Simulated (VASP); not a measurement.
# Sb in VASP: single point with PBE+D3(BJ)

Aim: the single point of Sb with PBE+D3(BJ).

All numbers are computed with VASP 6.6.1; they aren't measurements. Logs are shortened: lines on timing, memory, paths and dates and some standing lists are left out, and cuts for length are marked.

## 1. The cell of the first run

The cell holds a sheet with vacuum, 2 atoms: a = 4.068 Å, b = 4.068 Å, c = 27.100 Å, α = 90.00°, β = 90.00°, γ = 120.00°.

## 2. Single point, PBE+D3(BJ)

File INCAR:

```
  PREC = Accurate
  ENCUT = 400
  EDIFF = 1E-6
  ISMEAR = 0
  SIGMA = 0.03
  LREAL = F
  LASPH = T
  NELM = 120
  ALGO = Normal
  ISIF = 2
  LWAVE = F
  LCHARG = T
  LDIPOL = T
  IDIPOL = 3
  DIPOL = 0.5 0.5 0.289
  GGA = PE
  IVDW = 12
  LELF = T
  LVHAR = T
  LVACPOTAV = T
  NBANDS = 22
  GGA_COMPAT = F
  NELMDL = -8
```

File KPOINTS:

```
Automatic mesh
0
Gamma
  12 12 1
```

File POSCAR:

```
Sb
1.0
    4.0684996917      0.0000000000      0.0000000000
   -2.0342498459      3.5234240883      0.0000000000
    0.0000000000      0.0000000000     27.1000000030
Sb
2
Direct
    0.3333333333      0.6666666667      0.2583030156
    0.6666666667      0.3333333333      0.3191877592
```

Potentials or basis: VASP PAW PBE potentials, release 64 (Sb_d_GW).

Command:

```console
$ cat potpaw_PBE.64/Sb_d_GW/POTCAR > POTCAR
$ mpirun -np 1 vasp_std > vasp.out
```

OUTCAR:

```text
PREC = Accurate
   ENCUT = 400
   EDIFF = 1E-6
   ISMEAR = 0
   LREAL = F
   LASPH = T
   NELM = 120
   ISIF = 2
   GGA = PE
   IVDW = 12
   NELMDL = -8
 IVDW          = 12

 ion  position               nearest neighbor table
   1  0.333  0.667  0.258-   2 2.87   2 2.87   2 2.87
   2  0.667  0.333  0.319-   1 2.87   1 2.87   1 2.87

  LATTYP: Found a hexagonal cell.
 ALAT       =     4.0684996917
 C/A-ratio  =     6.6609320527

  Lattice vectors:

 A1 = (   4.0684996917,   0.0000000000,   0.0000000000)
 A2 = (  -2.0342498459,   3.5234240883,   0.0000000000)
 A3 = (   0.0000000000,   0.0000000000,  27.1000000030)

Analysis of symmetry for initial positions (statically):
=====================================================================
 Subroutine PRICEL returns:
 Original cell was already a primitive cell.

 Routine SETGRP: Setting up the symmetry group for a
 hexagonal supercell.

 Subroutine GETGRP returns: Found 12 space group operations
 (whereof  6 operations were pure point group operations)
 out of a pool of 24 trial point group operations.

The static configuration has the point symmetry C_3v.
 The point group associated with its full space group is D_3d.

Analysis of symmetry for dynamics (positions and initial velocities):
=====================================================================
 Subroutine PRICEL returns:
 Original cell was already a primitive cell.

 Routine SETGRP: Setting up the symmetry group for a
 hexagonal supercell.

 Subroutine GETGRP returns: Found 12 space group operations
 (whereof  6 operations were pure point group operations)
 out of a pool of 24 trial point group operations.

The dynamic configuration has the point symmetry C_3v.
 The point group associated with its full space group is D_3d.

 Subroutine INISYM returns: Found 12 space group operations
 (whereof  6 operations are pure point group operations),
 and found     1 'primitive' translations

----------------------------------------------------------------------------------------

                                     Primitive cell

  volume of cell :     388.4799

  direct lattice vectors                    reciprocal lattice vectors
     4.068499692  0.000000000  0.000000000     0.245790851  0.141907414  0.000000000
    -2.034249846  3.523424088  0.000000000     0.000000000  0.283814828  0.000000000
     0.000000000  0.000000000 27.100000003     0.000000000  0.000000000  0.036900369

  length of vectors
     4.068499692  4.068499692 27.100000003     0.283814828  0.283814828  0.036900369

  position of ions in fractional coordinates (direct lattice)
     0.333333333  0.666666667  0.258303016
     0.666666667  0.333333333  0.319187759

  ion indices of the primitive-cell ions
   primitive index   ion index
                 1           1
                 2           2

----------------------------------------------------------------------------------------

 KPOINTS: Automatic mesh

Automatic generation of k-mesh.
 Grid dimensions read from file:
 generate k-points for:   12   12    1

 Generating k-lattice:

  Cartesian coordinates                     Fractional coordinates (reciprocal lattice)
     0.020482571  0.011825618  0.000000000     0.083333333  0.000000000  0.000000000
     0.000000000  0.023651236  0.000000000     0.000000000  0.083333333  0.000000000
     0.000000000  0.000000000  0.036900369     0.000000000  0.000000000  1.000000000

  Length of vectors
     0.023651236  0.023651236  0.036900369

  Shift w.r.t. Gamma in fractional coordinates (k-lattice)
     0.000000000  0.000000000  0.000000000

 Subroutine IBZKPT returns following result:
 ===========================================

 Found     19 irreducible k-points:

 Following reciprocal coordinates:
            Coordinates               Weight
  0.000000  0.000000  0.000000      1.000000
  0.083333  0.000000  0.000000      6.000000
  0.166667  0.000000  0.000000      6.000000
  0.250000  0.000000  0.000000      6.000000
  0.333333  0.000000  0.000000      6.000000
  0.416667  0.000000  0.000000      6.000000
[... 11 lines left out ...]
  0.333333  0.250000  0.000000     12.000000
  0.333333  0.333333  0.000000      2.000000
   k-points           NKPTS =     19   k-points in BZ     NKDIM =     19   number of bands    NBANDS=     22
   number of dos      NEDOS =    301   number of ions     NIONS =      2
   total plane-waves  NPLWV = 141120
   dimension x,y,z NGX =    28 NGY =   28 NGZ =  180
   dimension x,y,z NGXF=    56 NGYF=   56 NGZF=  360
   ions per type =               2
   NGX,Y,Z   is equivalent  to a cutoff of  11.44, 11.44, 11.04 a.u.
   NGXF,Y,Z  is equivalent  to a cutoff of  22.88, 22.88, 22.08 a.u.
 SYSTEM =  unknown system
   PREC   = accura    normal or accurate (medium, high low for compatibility)
   ISTART =      0    job   : 0-new  1-cont  2-samecut
   ICHARG =      2    charge: 1-file 2-atom 10-const
   ISPIN  =      1    spin polarized calculation?
   LNONCOLLINEAR =      F non collinear calculations
   LSORBIT =      F    spin-orbit coupling
   LASPH  =      T    aspherical Exc in radial PAW
   ENCUT  =  400.0 eV  29.40 Ry    5.42 a.u.   6.63  6.63 44.19*2*pi/ulx,y,z
   NELM   =    120;   NELMIN=  2; NELMDL= -8     # of ELM steps
   EDIFF  = 0.1E-05   stopping-criterion for ELM
   LREAL  =      F    real-space projection
   EDIFFG = 0.1E-04   stopping-criterion for IOM
   NSW    =      0    number of steps for IOM
   IBRION =     -1    ionic relax: 0-MD 1-quasi-New 2-CG
   NFREE  =      0    steps in history (QN), initial steepest desc. (CG)
   ISIF   =      2    stress and relaxation
   ISYM   =      2    0-nonsym 1-usesym 2-fastsym
   POTIM  = 0.5000    time-step for ionic-motion
   TEBEG  =    0.0;   TEEND  =   0.0 temperature during run
   PSTRESS=    0.0 pullay stress
   NELECT =      30.0000    total number of electrons
   NUPDOWN=      -1.0000    fix difference up-down
   EMIN   =  10.00;   EMAX   =-10.00  energy-range for DOS
   EFERMI =   0.00;   METHOD = LEGACY
   ISMEAR =     0;   SIGMA  =   0.03  broadening in eV -4-tet -1-fermi 0-gaus
   EFERMI_NEDOS =   21; number of points for ismear=-14 and -15
   IALGO  =     38    algorithm
   IMIX   =      4    mixing-type and parameters
     AMIX     =   0.40;   BMIX     =  1.00
     AMIX_MAG =   1.60;   BMIX_MAG =  1.00
  volume/ion in A,a.u.               =     194.24      1310.80
  Fermi-wavevector in a.u.,A,eV,Ry     =   0.697149  1.317421  6.612663  0.486017
  Thomas-Fermi vector in A             =   1.780397
   LORBIT       =      0    0 simple, 1 ext, 2 COOP (PROOUT), +10 PAW based schemes
   GGA     = PE    functional components
   LHFCALC =     F    Hartree Fock is set to
   AEXX    =    0.0000 exact exchange contribution
   IVDW    =    12    specifies the selected vdW correction
   LEPSILON=     F    determine dielectric tensor
   LRPA    =     F    only Hartree local field effects (RPA)
 non-spin polarized calculation
 Gauss-broadening in eV      SIGMA  =   0.03
  energy-cutoff  :      400.00
  volume of cell :      388.48
 maximum number of plane-waves:      7125
 NGX is ok and might be reduce to    28
   NGX = 13   NGY = 13   NGZ = 89

 dipolmoment           0.000000      0.000000     -0.000001 electrons x Angstroem

 number of electron      29.9999964 magnetization

 dipolmoment           0.000000      0.000000      0.000000 electrons x Angstroem

 Free energy of the ion-electron system (eV)
  ---------------------------------------------------
  ext. energy  EPLUGINS =         0.00000000
  ---------------------------------------------------
  free energy    TOTEN  =        -8.14666252 eV

  energy without entropy =       -8.14666252  energy(sigma->0) =       -8.14666252

 E-fermi :  -3.0088     XC(G=0):  -2.0738

 val. band max:       -3.2294504720   @ k =   0.0000   0.0000   0.0000
 cond. band min:      -2.0469562710   @ k =   0.3333   0.0000   0.0000
 fundamental gap:      1.1824942009
 Fermi energy:        -3.0088149540

 k-point     1 :       0.0000    0.0000    0.0000
  band No.  band energies     occupation
      1     -31.8990      2.00000
      2     -31.8990      2.00000
      3     -31.8231      2.00000
      4     -31.8231      2.00000
      5     -31.7787      2.00000
      6     -31.7113      2.00000
[... 14 lines left out ...]
     21       1.6273      0.00000
     22       1.9150      0.00000

 k-point     2 :       0.0833    0.0000    0.0000
  band No.  band energies     occupation
      1     -31.8984      2.00000
      2     -31.8953      2.00000
      3     -31.8226      2.00000
      4     -31.8207      2.00000
      5     -31.7776      2.00000
      6     -31.7129      2.00000
[... 14 lines left out ...]
     21       1.7112      0.00000
     22       2.0018      0.00000

 k-point     3 :       0.1667    0.0000    0.0000
  band No.  band energies     occupation
      1     -31.8970      2.00000
      2     -31.8845      2.00000
      3     -31.8214      2.00000
      4     -31.8140      2.00000
      5     -31.7741      2.00000
      6     -31.7176      2.00000
[... 14 lines left out ...]
     21       1.9549      0.00000
     22       2.2488      0.00000

 k-point     4 :       0.2500    0.0000    0.0000
  band No.  band energies     occupation
      1     -31.8948      2.00000
      2     -31.8680      2.00000
      3     -31.8194      2.00000
      4     -31.8035      2.00000
      5     -31.7680      2.00000
      6     -31.7252      2.00000
[... 14 lines left out ...]
     21       2.3513      0.00000
     22       2.6276      0.00000

 k-point     5 :       0.3333    0.0000    0.0000
  band No.  band energies     occupation
      1     -31.8927      2.00000
      2     -31.8495      2.00000
      3     -31.8151      2.00000
      4     -31.7905      2.00000
      5     -31.7602      2.00000
      6     -31.7354      2.00000
[... 14 lines left out ...]
     21       2.8080      0.00000
     22       3.1473      0.00000

 k-point     6 :       0.4167    0.0000    0.0000
  band No.  band energies     occupation
      1     -31.8911      2.00000
      2     -31.8373      2.00000
      3     -31.8031      2.00000
      4     -31.7762      2.00000
      5     -31.7549      2.00000
      6     -31.7477      2.00000
[... 14 lines left out ...]
     21       3.3960      0.00000
     22       3.7344      0.00000

 k-point     7 :       0.5000    0.0000    0.0000
  band No.  band energies     occupation
      1     -31.8904      2.00000
      2     -31.8342      2.00000
      3     -31.7920      2.00000
      4     -31.7617      2.00000
      5     -31.7614      2.00000
      6     -31.7571      2.00000
[... 199 lines left out ...]
      6     -31.7462      2.00000
[... 14 lines left out ...]
     21       3.6110      0.00000
     22       3.9778      0.00000

 k-point    16 :       0.4167    0.1667    0.0000
  band No.  band energies     occupation
      1     -31.8906      2.00000
      2     -31.8221      2.00000
      3     -31.7869      2.00000
      4     -31.7748      2.00000
      5     -31.7683      2.00000
      6     -31.7469      2.00000
[... 14 lines left out ...]
     21       3.9802      0.00000
     22       4.1402      0.00000

 k-point    17 :       0.2500    0.2500    0.0000
  band No.  band energies     occupation
      1     -31.8913      2.00000
      2     -31.8198      2.00000
      3     -31.8060      2.00000
      4     -31.7835      2.00000
      5     -31.7586      2.00000
      6     -31.7450      2.00000
[... 14 lines left out ...]
     21       3.5101      0.00000
     22       3.6091      0.00000

 k-point    18 :       0.3333    0.2500    0.0000
  band No.  band energies     occupation
      1     -31.8906      2.00000
      2     -31.8093      2.00000
      3     -31.7940      2.00000
      4     -31.7759      2.00000
      5     -31.7703      2.00000
      6     -31.7421      2.00000
[... 14 lines left out ...]
     21       3.7875      0.00000
     22       4.2792      0.00000

 k-point    19 :       0.3333    0.3333    0.0000
  band No.  band energies     occupation
      1     -31.8904      2.00000
      2     -31.7924      2.00000
      3     -31.7924      2.00000
      4     -31.7922      2.00000
      5     -31.7561      2.00000
      6     -31.7561      2.00000
[... 14 lines left out ...]
     21       4.1223      0.00000
     22       4.6651      0.00000

------------------------ aborting loop because EDIFF is reached ----------------------------------------

 Edisp (eV)   -0.47323

 E8    (eV) :    -0.2355

  FORCE on cell =-STRESS in cart. coord.  units (eV):
  Direction    XX          YY          ZZ          XY          YZ          ZX
  --------------------------------------------------------------------------------------
  -------------------------------------------------------------------------------------
  Total      -0.12775    -0.12775    -0.11351     0.00000     0.00000    -0.00000
  in kB      -0.52687    -0.52687    -0.46814     0.00000     0.00000    -0.00000
  external pressure =       -0.51 kB  Pullay stress =        0.00 kB

 VOLUME and BASIS-vectors are now :
 -----------------------------------------------------------------------------
  energy-cutoff  :      400.00
  volume of cell :      388.48
      direct lattice vectors                 reciprocal lattice vectors
     4.068499692  0.000000000  0.000000000     0.245790851  0.141907414  0.000000000
    -2.034249846  3.523424088  0.000000000     0.000000000  0.283814828  0.000000000
     0.000000000  0.000000000 27.100000003     0.000000000  0.000000000  0.036900369

 POSITION                                       TOTAL-FORCE (eV/Angst)
 -----------------------------------------------------------------------------------
     -0.00000      2.34895      7.00001        -0.000000      0.000000     -0.003202
      2.03425      1.17447      8.64999         0.000000      0.000000      0.003202
 -----------------------------------------------------------------------------------
    total drift:                               -0.000000     -0.000000      0.000146

  FREE ENERGIE OF THE ION-ELECTRON SYSTEM (eV)
  ---------------------------------------------------
  free  energy   TOTEN  =        -8.6198946585 eV

  energy  without entropy=       -8.6198946585  energy(sigma->0) =       -8.61989466

 vacuum level on the upper side and lower side of the slab         1.471         1.471
```

It took 2.4 min on 1 thread of Intel Xeon Platinum 8488C (Sapphire Rapids), shared host; peak memory 0.41 GiB.

What came out:

```yaml
Free_energy: -8.6199 eV
Largest_force: 0.003 eV/Å
Band_gap_on_the_k_mesh: 1.18 eV (least direct gap 1.66 eV)
Dispersion_energy_per_atom: -0.237 eV
```

Forces on the atoms (eV/Å):
```
Sb   0.000  0.000 -0.003
Sb   0.000  0.000  0.003
```

Levels at points of the mesh, in eV from the valence-band top:
```csv
k point,band 11,band 12,band 13,band 14,band 15,band 16,band 17,band 18,band 19,band 20
"(0.00, 0.00, 0.00)",-11.49,-6.48,-0.81,0.00,0.00,1.66,2.79,2.79,4.16,4.42
"(0.50, 0.00, 0.00)",-9.49,-7.89,-3.13,-1.64,-1.62,1.59,2.29,3.50,4.96,6.75
```

Caveat: spin-orbit coupling is left out, which moves the levels of the heavy elements.
